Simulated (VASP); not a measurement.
Cu, 1 atom in the cell. The structure is cubic, space group Fm-3m (No. 225). Conventional cell: a = 3.615 Å, b = 3.615 Å, c = 3.615 Å, α = 90.00°, β = 90.00°, γ = 90.00°. Within 3.4 Å of Cu (site symmetry m-3m) lie 12 Cu at 2.56 Å. 

```yaml
Program: VASP 6.6.1
Task: relaxation of cell and atoms
Functional: PBEsol
Potentials_or_basis: VASP PAW PBE potentials, release 64 (Cu)
Cutoff: 600 eV
k_mesh: 11 × 11 × 11
Occupations: fermi-dirac, width 0.1 eV
Spin: no spin polarisation
Dipole_correction: no
Further_INCAR_settings: ALGO = Normal; EDIFF = 1e-06; IBRION = 2; EDIFFG = -0.02; NSW = 60; ISIF = 3
```

Potentials or basis: VASP PAW PBE potentials, release 64 (Cu).

Launch:

```sh
$ cat potpaw_PBE.64/Cu/POTCAR > POTCAR
$ mpirun -np 1 vasp_std > vasp.out
```

Hardware: 1 thread of AMD EPYC 7R43 64-Core Processor (Zen 3), on a shared host.

Task: How long does it take, and how much memory?

Result: Run time: 19 s on 1 thread of AMD EPYC 7R43 64-Core Processor (Zen 3), on a shared host, peak memory 0.09 GiB. Counts: scf iterations 27, k points 56, ion steps 3.
